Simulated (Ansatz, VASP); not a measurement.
**One calculation of BeTe, two programs**

```
Be Te
1.0
     0.00000    2.83146    2.83146
     2.83146    0.00000    2.83146
     2.83146    2.83146    0.00000
Be Te
1 1
Cartesian
  0.0000 0.0000 0.0000
  4.2472 4.2472 4.2472
```

Alike in both runs: task relaxation of cell and atoms; functional PBE; k mesh 8 × 8 × 8; occupations gaussian, width 0.02 eV; no spin polarisation.

```csv
,VASP,Ansatz
version,VASP 6.6.1,Ansatz 0.2.0
potentials or method,"VASP PAW PBE potentials, release 64 (Be, Te), cutoff 600 eV","scalar-relativistic, plane waves, PAW"
valence electrons in the cell,8,18
```

Ansatz gave:

```
gap on the k mesh at the Fermi level, each at its own relaxed structure (eV) : 2.03
relaxed volume (Å³/atom)                                                     : 22.70
relaxed cell length with the largest relative difference (Å)                 : 4.004
```

Estimate VASP's values.

gap on the k mesh at the Fermi level, each at its own relaxed structure (eV): 2.02; relaxed volume (Å³/atom): 22.78; relaxed cell length with the largest relative difference (Å): 4.009.

VASP's potentials hold 8 valence electrons a cell and Ansatz's 18, so a difference there can come from the potentials and not from the codes.

Neither program's run includes spin-orbit coupling.
